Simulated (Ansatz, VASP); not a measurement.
One calculation of Ca, two programs

```
Ca
1.0
     4.05588    0.00000    0.00000
    -2.02794    3.51249    0.00000
     0.00000    0.00000   13.30326
Ca
4
Direct
  0.00000 0.00000 0.00000
  0.00000 0.00000 0.50000
  0.33333 0.66667 0.25000
  0.66667 0.33333 0.75000
```

Alike in both runs: task single point; functional PBE; k mesh 11 × 11 × 3; occupations fermi-dirac, width 0.1 eV; no spin polarisation.

```csv
,VASP,Ansatz
version,VASP 6.6.1,Ansatz 0.2.0
potentials or method,"VASP PAW PBE potentials, release 64 (Ca_sv), cutoff 520 eV","plane waves (420 eV) with PAW, scalar-relativistic"
valence electrons in the cell,40,40
```

|  | VASP | Ansatz | Ansatz less VASP |
| --- | --- | --- | --- |
| pressure (GPa) | -1.6 | -1.6 | 0.00 |
